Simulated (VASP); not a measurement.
A run of VASP 6.6.1 is set up as follows.

The input INCAR:

```
SYSTEM = Ce2O
ALGO     = Normal         ! electronic algorithm
EDIFF    = 1E-7           ! SCF threshold, eV
ENCUT    = 520            ! plane-wave cutoff, eV
GGA      = PE             ! functional
ISIF     = 2              ! what is computed and relaxed
ISMEAR   = -1             ! smearing method
LASPH    = .TRUE.         ! aspherical terms in the spheres
LCHARG   = .FALSE.        ! write CHGCAR
LREAL    = .FALSE.        ! projectors in reciprocal space
LWAVE    = .FALSE.        ! write WAVECAR
NBANDS   = 22             ! bands
NELM     = 100            ! most SCF steps
PREC     = Accurate       ! precision mode
SIGMA    = 0.06122561905347299 ! smearing width, eV
```

Contents of KPOINTS:

```
k-points
0
G
  11 11 11
  0 0 0
```

Contents of POSCAR:

```
Ce2O
1.0
    0.0000000000      3.0179573120      3.0179573120
    3.0179573120      0.0000000000      3.0179573120
    3.0179573120      3.0179573120      0.0000000000
Ce O
2 1
Direct
    0.2500000000      0.2500000000      0.2500000000
    0.7500000000      0.7500000000      0.7500000000
    0.0000000000      0.0000000000      0.0000000000
```

Potentials or basis: VASP PAW PBE potentials, release 64 (Ce, O).

Command:

```sh
$ cat potpaw_PBE.64/Ce/POTCAR potpaw_PBE.64/O/POTCAR > POTCAR
$ mpirun -np 1 vasp_std > vasp.out
```

What does it give for the band gap on the k mesh?

Zero (bands 15 and 16 overlap by 0.08 eV).

What does it give for the pressure?

1.7 GPa.

Caveat: spin-orbit coupling is left out, which moves the levels of the heavy elements; the run has no spin polarisation, though such a crystal can be magnetic; semilocal functionals describe open f shells poorly, which spoils levels, moments and volumes. Spin polarisation is off, so any magnetic state and its effect on volume and gap are missing.
